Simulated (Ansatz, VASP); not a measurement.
**One calculation of PbS, two programs**

The input INCAR:

```
ALGO     = Normal         # electronic algorithm
EDIFF    = 1E-6           # SCF threshold, eV
ENCUT    = 520            # plane-wave cutoff, eV
GGA      = CA             # functional
ISIF     = 2              # what is computed and relaxed
ISMEAR   = -1             # smearing method
LASPH    = T              # aspherical terms in the spheres
LCHARG   = F              # write CHGCAR
LREAL    = F              # projectors in reciprocal space
LWAVE    = F              # write WAVECAR
NBANDS   = 17             # bands
NELM     = 60             # most SCF steps
PREC     = Accurate       # precision mode
SIGMA    = 0.01           # smearing width, eV
```

File KPOINTS:

```
k-points
0
Gamma
  8 8 8
```

File POSCAR:

```
PbS
1.0
    0.0000000000      2.9550835380      2.9550835380
    2.9550835380      0.0000000000      2.9550835380
    2.9550835380      2.9550835380      0.0000000000
Pb S
1 1
Direct
    0.0000000000      0.0000000000      0.0000000000
    0.5000000000      0.5000000000      0.5000000000
```

Input for Ansatz:

```yaml
crystal:
  lattice:
    - [0.0, 2.955083538, 2.955083538]
    - [2.955083538, 0.0, 2.955083538]
    - [2.955083538, 2.955083538, 0.0]
  atoms:
    - { symbol: Pb, position: [0.0, 0.0, 0.0] }
    - { symbol: S, position: [0.5, 0.5, 0.5] }
kpoints:
  mp_grid: { grid: [8, 8, 8] }
  band_path:
    path:
      - [0.0, 0.0, 0.0]
      - [0.5, 0.0, 0.5]
      - [0.625, 0.25, 0.625]
      - [0.375, 0.375, 0.75]
      - [0.0, 0.0, 0.0]
      - [0.5, 0.5, 0.5]
      - [0.5, 0.25, 0.75]
      - [0.5, 0.0, 0.5]
    npoints: 5
scf:
  occupations: { method: fermi_dirac, width: 0.01 }
hamiltonian:
  xc: lda
  pseudopotentials: { kind: all_electron, lapw: { basis_error: 0.0005 } }
output:
  forces: true
  stress: true
  eigenvalues: true
```

Change from the starting cell: volume scaled by 0.99.

Alike in both runs: task single point; functional LDA; k mesh 8 × 8 × 8; occupations fermi-dirac, width 0.01 eV; no spin polarisation.

|  | VASP | Ansatz |
| --- | --- | --- |
| version | VASP 6.6.1 | Ansatz 0.2.0 |
| potentials or method | VASP PAW LDA potentials, release 64 (Pb_d, S), cutoff 520 eV | all-electron LAPW, scalar-relativistic |

|  | VASP | Ansatz | Ansatz less VASP |
| --- | --- | --- | --- |
| pressure (GPa) | -2.0 | -2.0 | -0.03 |

LDA's correlation is that of Perdew and Zunger in VASP and of Perdew and Wang (1992) in Ansatz. Ansatz ran all-electron here, and VASP with PAW potentials.

Neither program's run includes spin-orbit coupling.
